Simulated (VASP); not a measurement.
# ZrO2 (Fm-3m) in VASP: further runs

The runs below take ZrO2 through relaxation of cell and atoms, with PBE, PBEsol, r2SCAN.

Program: VASP 6.6.1. These are calculated values, not measurements. Logs are shortened: lines on timing, memory, paths and dates and some standing lists are left out, and cuts for length are marked.

**1. The cell of the first run**

The structure is cubic, space group Fm-3m (No. 225). Conventional cell: a = 5.032 Å, b = 5.032 Å, c = 5.032 Å, α = 90.00°, β = 90.00°, γ = 90.00°. Within 2.9 Å of Zr (site symmetry m-3m) lie 8 O at 2.18 Å. Within 2.9 Å of O (site symmetry -43m) lie 4 Zr at 2.18 Å and 6 O at 2.52 Å.

**2. Relaxation of cell and atoms, PBE**

INCAR reads:

```
SYSTEM = ZrO2
PREC = Accurate ; ENCUT = 600
EDIFF = 1E-7 ; ISMEAR = -1
SIGMA = 0.02 ; LREAL = .FALSE.
LASPH = .TRUE. ; NELM = 120
ALGO = Normal ; ISIF = 3
LWAVE = .FALSE. ; LCHARG = .FALSE.
GGA = PE ; IBRION = 2
NSW = 80 ; EDIFFG = -0.005
GGA_COMPAT = .FALSE. ; NELMIN = 4
```

KPOINTS reads:

```
regular mesh
0
G
  8 8 8
  0 0 0
```

POSCAR reads:

```
ZrO2
1.0
    0.0000000000      2.5160796100      2.5160796100
    2.5160796100      0.0000000000      2.5160796100
    2.5160796100      2.5160796100      0.0000000000
Zr O
1 2
Direct
    0.0000000000      0.0000000000      0.0000000000
    0.7500000000      0.7500000000      0.7500000000
    0.2500000000      0.2500000000      0.2500000000
```

Potentials or basis: VASP PAW PBE potentials, release 64 (Zr_sv, O).

Command:

```console
cat potpaw_PBE.64/Zr_sv/POTCAR potpaw_PBE.64/O/POTCAR > POTCAR
mpirun -np 1 vasp_std > vasp.out
```

OUTCAR:

```text
SYSTEM = ZrO2
   PREC = Accurate
   ENCUT = 600
   EDIFF = 1E-7
   ISMEAR = -1
   LREAL = .FALSE.
   LASPH = .TRUE.
   NELM = 120
   ISIF = 3
   GGA = PE
   IBRION = 2
   NSW = 80
   EDIFFG = -0.005
   NELMIN = 4

 ion  position               nearest neighbor table
   1  0.000  0.000  0.000-   2 2.18   2 2.18   2 2.18   2 2.18   3 2.18   3 2.18   3 2.18   3 2.18

   2  0.750  0.750  0.750-   1 2.18   1 2.18   1 2.18   1 2.18
   3  0.250  0.250  0.250-   1 2.18   1 2.18   1 2.18   1 2.18

  LATTYP: Found a face centered cubic cell.
 ALAT       =     5.0321592200

  Lattice vectors:

 A1 = (   0.0000000000,   2.5160796100,   2.5160796100)
 A2 = (   2.5160796100,   0.0000000000,   2.5160796100)
 A3 = (   2.5160796100,   2.5160796100,   0.0000000000)

Analysis of symmetry for initial positions (statically):
=====================================================================
 Subroutine PRICEL returns:
 Original cell was already a primitive cell.

 Routine SETGRP: Setting up the symmetry group for a
 face centered cubic supercell.

 Subroutine GETGRP returns: Found 48 space group operations
 (whereof 48 operations were pure point group operations)
 out of a pool of 48 trial point group operations.

The static configuration has the point symmetry O_h .

Analysis of symmetry for dynamics (positions and initial velocities):
=====================================================================
 Subroutine PRICEL returns:
 Original cell was already a primitive cell.

 Routine SETGRP: Setting up the symmetry group for a
 face centered cubic supercell.

 Subroutine GETGRP returns: Found 48 space group operations
 (whereof 48 operations were pure point group operations)
 out of a pool of 48 trial point group operations.

The dynamic configuration has the point symmetry O_h .

 Subroutine INISYM returns: Found 48 space group operations
 (whereof 48 operations are pure point group operations),
 and found     1 'primitive' translations

----------------------------------------------------------------------------------------

                                     Primitive cell

  volume of cell :      31.8569

  direct lattice vectors                    reciprocal lattice vectors
     0.000000000  2.516079610  2.516079610    -0.198721852  0.198721852  0.198721852
     2.516079610  0.000000000  2.516079610     0.198721852 -0.198721852  0.198721852
     2.516079610  2.516079610  0.000000000     0.198721852  0.198721852 -0.198721852

  length of vectors
     3.558273908  3.558273908  3.558273908     0.344196344  0.344196344  0.344196344

  position of ions in fractional coordinates (direct lattice)
     0.000000000  0.000000000  0.000000000
     0.750000000  0.750000000  0.750000000
     0.250000000  0.250000000  0.250000000

  ion indices of the primitive-cell ions
   primitive index   ion index
                 1           1
                 2           2
                 3           3

----------------------------------------------------------------------------------------

 KPOINTS: regular mesh

Automatic generation of k-mesh.
 Grid dimensions read from file:
 generate k-points for:    8    8    8

 Generating k-lattice:

  Cartesian coordinates                     Fractional coordinates (reciprocal lattice)
    -0.024840232  0.024840232  0.024840232     0.125000000  0.000000000  0.000000000
     0.024840232 -0.024840232  0.024840232     0.000000000  0.125000000  0.000000000
     0.024840232  0.024840232 -0.024840232     0.000000000  0.000000000  0.125000000

  Length of vectors
     0.043024543  0.043024543  0.043024543

  Shift w.r.t. Gamma in fractional coordinates (k-lattice)
     0.000000000  0.000000000  0.000000000

 Subroutine IBZKPT returns following result:
 ===========================================

 Found     29 irreducible k-points:

 Following reciprocal coordinates:
            Coordinates               Weight
  0.000000  0.000000  0.000000      1.000000
  0.125000  0.000000  0.000000      8.000000
  0.250000  0.000000  0.000000      8.000000
  0.375000  0.000000  0.000000      8.000000
  0.500000  0.000000  0.000000      4.000000
  0.125000  0.125000  0.000000      6.000000
[... 16 lines left out ...]
  0.500000  0.250000  0.125000     48.000000
 -0.375000  0.250000  0.125000     24.000000
 [... further k-points ...]
   k-points           NKPTS =     29   k-points in BZ     NKDIM =     29   number of bands    NBANDS=     16
   number of dos      NEDOS =    301   number of ions     NIONS =      3
   total plane-waves  NPLWV =  21952
   dimension x,y,z NGX =    28 NGY =   28 NGZ =   28
   dimension x,y,z NGXF=    56 NGYF=   56 NGZF=   56
   ions per type =               1   2
   NGX,Y,Z   is equivalent  to a cutoff of  13.08, 13.08, 13.08 a.u.
   NGXF,Y,Z  is equivalent  to a cutoff of  26.16, 26.16, 26.16 a.u.
 SYSTEM =  ZrO2
   PREC   = accura    normal or accurate (medium, high low for compatibility)
[... 49 lines left out ...]

 Free energy of the ion-electron system (eV)
  ---------------------------------------------------
  ext. energy  EPLUGINS =         0.00000000
  ---------------------------------------------------
  free energy    TOTEN  =       -28.50476580 eV

  energy without entropy =      -28.50476580  energy(sigma->0) =      -28.50476580

------------------------ aborting loop because EDIFF is reached ----------------------------------------

  FORCE on cell =-STRESS in cart. coord.  units (eV):
  Direction    XX          YY          ZZ          XY          YZ          ZX
  --------------------------------------------------------------------------------------
  -------------------------------------------------------------------------------------
  Total        2.6046940      2.6046940      2.6046940      0.0000000      0.0000000      0.0000000
  in kB      130.9978456    130.9978456    130.9978456      0.0000000      0.0000000      0.0000000
  external PRESSURE =     130.9978456 kB  Pullay stress =       0.0000000 kB

 VOLUME and BASIS-vectors are now :
 -----------------------------------------------------------------------------
  energy-cutoff  :      600.00
  volume of cell :       31.86
      direct lattice vectors                 reciprocal lattice vectors
     0.000000000  2.516079610  2.516079610    -0.198721852  0.198721852  0.198721852
     2.516079610  0.000000000  2.516079610     0.198721852 -0.198721852  0.198721852
     2.516079610  2.516079610  0.000000000     0.198721852  0.198721852 -0.198721852
[... 75 lines left out ...]
 POSITION                                       TOTAL-FORCE (eV/Angst)
 -----------------------------------------------------------------------------------
      0.00000      0.00000      0.00000        -0.000000      0.000000     -0.000000
      3.83882      3.83882      3.83882         0.000000      0.000000      0.000000
      1.27961      1.27961      1.27961        -0.000000     -0.000000     -0.000000
 -----------------------------------------------------------------------------------
    total drift:                                0.000000      0.000000      0.000000

  FREE ENERGIE OF THE ION-ELECTRON SYSTEM (eV)
  ---------------------------------------------------
  free  energy   TOTEN  =       -28.5687358129 eV

  energy  without entropy=      -28.5687358129  energy(sigma->0) =      -28.56873581

--------------------------------------- Ionic step        4  -------------------------------------------

 number of electron      23.9999992 magnetization

 Free energy of the ion-electron system (eV)
  ---------------------------------------------------
  ext. energy  EPLUGINS =         0.00000000
  ---------------------------------------------------
  free energy    TOTEN  =       -28.56875668 eV

  energy without entropy =      -28.56875668  energy(sigma->0) =      -28.56875668

 E-fermi :   7.5402     XC(G=0): -11.6984

 val. band max:        7.0456090189   @ k =   0.5000   0.5000   0.0000
 cond. band min:      10.3557503692   @ k =   0.0000   0.0000   0.0000
 fundamental gap:      3.3101413503
 Fermi energy:         7.5401611277

 k-point     1 :       0.0000    0.0000    0.0000
  band No.  band energies     occupation
      1     -41.1167      2.00000
      2     -18.9348      2.00000
      3     -18.9348      2.00000
      4     -18.9348      2.00000
      5     -11.0755      2.00000
      6      -8.5764      2.00000
[... 8 lines left out ...]
     15      13.5092      0.00000
     16      16.2236      0.00000
[... 419 lines left out ...]
 k-point    24 :      -0.3750    0.2500    0.1250
  band No.  band energies     occupation
      1     -41.0666      2.00000
      2     -19.4836      2.00000
      3     -19.1904      2.00000
      4     -19.0371      2.00000
      5      -9.7558      2.00000
      6      -9.1736      2.00000
[... 8 lines left out ...]
     15      13.0513      0.00000
     16      14.2333      0.00000

 [... further k-points ...]

------------------------ aborting loop because EDIFF is reached ----------------------------------------

  FORCE on cell =-STRESS in cart. coord.  units (eV):
  Direction    XX          YY          ZZ          XY          YZ          ZX
  --------------------------------------------------------------------------------------
  -------------------------------------------------------------------------------------
  Total        0.0040920      0.0040920      0.0040920     -0.0000000     -0.0000000      0.0000000
  in kB        0.1957641      0.1957641      0.1957641     -0.0000000     -0.0000000      0.0000000
  external PRESSURE =       0.1957641 kB  Pullay stress =       0.0000000 kB

 VOLUME and BASIS-vectors are now :
 -----------------------------------------------------------------------------
  energy-cutoff  :      600.00
  volume of cell :       33.49
      direct lattice vectors                 reciprocal lattice vectors
     0.000000000  2.558352076  2.558352076    -0.195438308  0.195438308  0.195438308
     2.558352076  0.000000000  2.558352076     0.195438308 -0.195438308  0.195438308
     2.558352076  2.558352076  0.000000000     0.195438308  0.195438308 -0.195438308

 POSITION                                       TOTAL-FORCE (eV/Angst)
 -----------------------------------------------------------------------------------
      0.00000      0.00000      0.00000        -0.000000      0.000000      0.000000
      3.83753      3.83753      3.83753         0.000000     -0.000000      0.000000
      1.27918      1.27918      1.27918        -0.000000      0.000000     -0.000000
 -----------------------------------------------------------------------------------
    total drift:                                0.000000      0.000000      0.000000

  FREE ENERGIE OF THE ION-ELECTRON SYSTEM (eV)
  ---------------------------------------------------
  free  energy   TOTEN  =       -28.5687566751 eV

  energy  without entropy=      -28.5687566751  energy(sigma->0) =      -28.56875668

 reached required accuracy - stopping structural energy minimisation
```

Run time: 33 s. Hardware: 1 thread of Intel Xeon 6975P-C (Granite Rapids), shared host; peak memory 0.17 GiB.

Results:

| Property | Result |
| --- | --- |
| Free energy | -28.5688 eV |
| Relaxed volume | 11.16 Å³/atom |
| Relaxed cell | a = 3.618 Å, b = 3.618 Å, c = 3.618 Å, α = 60.00°, β = 60.00°, γ = 60.00° |
| Space group after relaxing (to 0.1 Å) | Fm-3m (No. 225) |
| Energy gained by relaxing | 21.3 meV/atom |
| Ionic steps | 4 |
| Pressure after relaxing | 0.0 GPa |
| Band gap on the k mesh | 3.31 eV (least direct gap 3.74 eV) |

Step by step:
```
step  energy change (eV)  largest force (eV/Å)  pressure (GPa)  volume (Å³)
   1              0.0000                0.0000           13.10        31.86
   2              0.0601                0.0000          -14.70        36.03
   3             -0.0640                0.0000           -0.22        33.52
   4             -0.0640                0.0000            0.02        33.49
```

Final structure:
```cif
data_structure
_symmetry_space_group_name_H-M 'P 1'
_symmetry_Int_Tables_number 1
_cell_length_a 3.6181
_cell_length_b 3.6181
_cell_length_c 3.6181
_cell_angle_alpha 60.000
_cell_angle_beta 60.000
_cell_angle_gamma 60.000
_cell_volume 33.49
loop_
_atom_site_label
_atom_site_type_symbol
_atom_site_fract_x
_atom_site_fract_y
_atom_site_fract_z
_atom_site_occupancy
Zr1 Zr 0.00000 0.00000 0.00000 1
O1 O 0.75000 0.75000 0.75000 1
O2 O 0.25000 0.25000 0.25000 1
```

Levels at points of the mesh, in eV from the valence-band top:
| k point | band 10 | band 11 | band 12 | band 13 | band 14 | band 15 |
| --- | --- | --- | --- | --- | --- | --- |
| (0.00, 0.00, 0.00) | -0.53 | -0.53 | -0.53 | 3.31 | 3.31 | 6.46 |
| (0.50, 0.00, 0.00) | -2.46 | -1.63 | -1.63 | 3.93 | 3.93 | 5.94 |
| (0.50, 0.50, 0.00) | -1.49 | -1.49 | 0.00 | 3.74 | 4.65 | 5.69 |

A k mesh can miss the band edges.

**3. Relaxation of cell and atoms, PBEsol**

This run uses another cell than the first one, of 11.16 Å³/atom.

INCAR reads:

```
PREC = Accurate
ENCUT = 600
EDIFF = 1E-7
ISMEAR = -1
SIGMA = 0.02
LREAL = F
LASPH = T
NELM = 120
ALGO = Normal
ISIF = 3
LWAVE = F
LCHARG = F
GGA = PS
IBRION = 2
NSW = 80
EDIFFG = -0.005
GGA_COMPAT = F
NELMIN = 4
```

KPOINTS reads:

```
Automatic mesh
0
Gamma
  8 8 8
```

POSCAR reads:

```
ZrO2
1.0
    0.0000000000      2.5578562536      2.5578562536
    2.5578562536      0.0000000000      2.5578562536
    2.5578562536      2.5578562536      0.0000000000
Zr O
1 2
Direct
    0.0000000000      0.0000000000      0.0000000000
    0.7500000000      0.7500000000      0.7500000000
    0.2500000000      0.2500000000      0.2500000000
```

Potentials or basis: VASP PAW PBE potentials, release 64 (Zr_sv, O).

Command:

```console
cat potpaw_PBE.64/Zr_sv/POTCAR potpaw_PBE.64/O/POTCAR > POTCAR
mpirun -np 1 vasp_std > vasp.out
```

Wall time 36 s (1 thread of Intel Xeon 6975P-C (Granite Rapids), shared host); peak memory 0.18 GiB.

Results (log left out):

```yaml
Free_energy: -29.9322 eV
Relaxed_volume: 10.83 Å³/atom
Relaxed_cell: a = 3.582 Å, b = 3.582 Å, c = 3.582 Å, α = 60.00°, β = 60.00°, γ = 60.00°
Space_group_after_relaxing_to_0.1_Å: Fm-3m (No. 225)
Energy_gained_by_relaxing: 7.3 meV/atom
Ionic_steps: 4
Pressure_after_relaxing: 0.1 GPa
Band_gap_on_the_k_mesh: 3.32 eV (least direct gap 3.76 eV)
```

The path:
```
step  energy change (eV)  largest force (eV/Å)  pressure (GPa)  volume (Å³)
   1              0.0000                0.0000           -7.06        33.47
   2              0.0259                0.0000           11.82        31.15
   3             -0.0220                0.0000           -0.08        32.51
   4             -0.0220                0.0000            0.07        32.49
```

Final structure:
```xyz
3
Lattice="0.0000 2.5326 2.5326 2.5326 0.0000 2.5326 2.5326 2.5326 0.0000" Properties=species:S:1:pos:R:3 pbc="T T T"
Zr    2.5326    2.5326    0.0000
O     3.7988    3.7988    3.7988
O     1.2663    1.2663    1.2663
```

Levels at points of the mesh, in eV from the valence-band top:
| k point | band 10 | band 11 | band 12 | band 13 | band 14 | band 15 |
| --- | --- | --- | --- | --- | --- | --- |
| (0.00, 0.00, 0.00) | -0.55 | -0.55 | -0.55 | 3.32 | 3.32 | 6.48 |
| (0.50, 0.00, 0.00) | -2.52 | -1.67 | -1.67 | 4.00 | 4.00 | 6.23 |
| (0.50, 0.50, 0.00) | -1.54 | -1.54 | 0.00 | 3.76 | 4.78 | 5.96 |

Caveat: the PAW data sets were made with another functional, which shifts forces and pressure a little. A k mesh can miss the band edges.

**4. Relaxation of cell and atoms, r2SCAN**

This run uses another cell than the first one, of 11.16 Å³/atom.

POSCAR is that of step 3.

INCAR.step1 reads:

```
ALGO = Normal ; EDIFF = 1E-5
EDIFFG = -0.005 ; ENCUT = 660
GGA = PE ; GGA_COMPAT = F
IBRION = 2 ; ISIF = 3
ISMEAR = -1 ; LASPH = T
LCHARG = F ; LREAL = F
LWAVE = T ; NELM = 120
NELMIN = 4 ; NSW = 100
PREC = Accurate ; SIGMA = 0.02
```

INCAR.step2 reads:

```
ALGO = Normal ; EDIFF = 1E-7
EDIFFG = -0.005 ; ENCUT = 660
GGA_COMPAT = F ; IBRION = 2
ISIF = 3 ; ISMEAR = -1
ISTART = 1 ; LASPH = T
LCHARG = F ; LMIXTAU = T
LREAL = F ; LWAVE = F
METAGGA = R2SCAN ; NELM = 120
NELMIN = 4 ; NSW = 80
PREC = Accurate ; SIGMA = 0.02
```

KPOINTS reads:

```
k-points
0
Gamma
  8 8 8
```

Command:

```console
cat potpaw_PBE.64/Zr_sv/POTCAR potpaw_PBE.64/O/POTCAR > POTCAR
cp INCAR.step1 INCAR
mpirun -np 1 vasp_std > vasp.out
cp INCAR.step2 INCAR
mpirun -np 1 vasp_std > vasp.out
```

Run time: 2.4 min. Hardware: 1 thread of Intel Xeon 6975P-C (Granite Rapids), shared host; peak memory 0.19 GiB.

The run converged. Its results:

```yaml
Free_energy: -45.8675 eV
Relaxed_volume: 10.99 Å³/atom
Relaxed_cell: a = 3.599 Å, b = 3.599 Å, c = 3.599 Å, α = 60.00°, β = 60.00°, γ = 60.00°
Space_group_after_relaxing_to_0.1_Å: Fm-3m (No. 225)
Energy_gained_by_relaxing: 2.0 meV/atom
Ionic_steps: 3
Pressure_after_relaxing: 0.0 GPa
Band_gap_on_the_k_mesh: 3.87 eV (least direct gap 4.28 eV)
```

Step by step:
| step | energy change (eV) | largest force (eV/Å) | pressure (GPa) | volume (Å³) |
| --- | --- | --- | --- | --- |
| 1 | 0.0000 | 0.0000 | -3.82 | 33.47 |
| 2 | 0.0088 | 0.0000 | 6.39 | 32.20 |
| 3 | -0.0061 | 0.0000 | -0.02 | 32.97 |

Final structure:
```
Zr O
1.0
     0.00000    2.54497    2.54497
     2.54497    0.00000    2.54497
     2.54497    2.54497    0.00000
Zr O
1 2
Direct
  0.00000 0.00000 0.00000
  0.75000 0.75000 0.75000
  0.25000 0.25000 0.25000
```

Levels at points of the mesh, in eV from the valence-band top:
```csv
k point,band 8,band 9,band 10,band 11,band 12,band 13,band 14,band 15,band 16
"(0.00, 0.00, 0.00)",-5.32,-5.32,-0.55,-0.55,-0.55,3.87,3.87,7.18,9.97
"(0.50, 0.00, 0.00)",-4.27,-2.59,-2.50,-1.68,-1.68,4.49,4.49,6.62,9.05
"(0.50, 0.50, 0.00)",-3.22,-3.22,-1.52,-1.52,0.00,4.28,5.25,6.38,7.82
```

Caveat: the PAW data sets were made with another functional, which shifts forces and pressure a little. A k mesh can miss the band edges.

**5. Summary**

```tsv
level	cell	cutoff (eV)	gap on the mesh (eV)	pressure (GPa)	relaxed volume (Å³/atom)
PBE	relaxed from a = 3.558 Å, angles 60.0°, 3 atoms	600	3.31	0.0	11.16
PBEsol	relaxed from a = 3.617 Å, angles 60.0°, 3 atoms	600	3.32	0.1	10.83
r2SCAN	relaxed from a = 3.617 Å, angles 60.0°, 3 atoms	660	3.87	0.0	10.99
```

Alike in all rows: task relaxation of cell and atoms; potentials or basis VASP PAW PBE potentials, release 64 (Zr_sv, O); no spin polarisation; k mesh 8 × 8 × 8; smearing fermi-dirac 0.02 eV.

Caveats: the PAW data sets were made with another functional, which shifts forces and pressure a little (at least some runs).

Absolute energies hang on the potentials; compare differences alone.
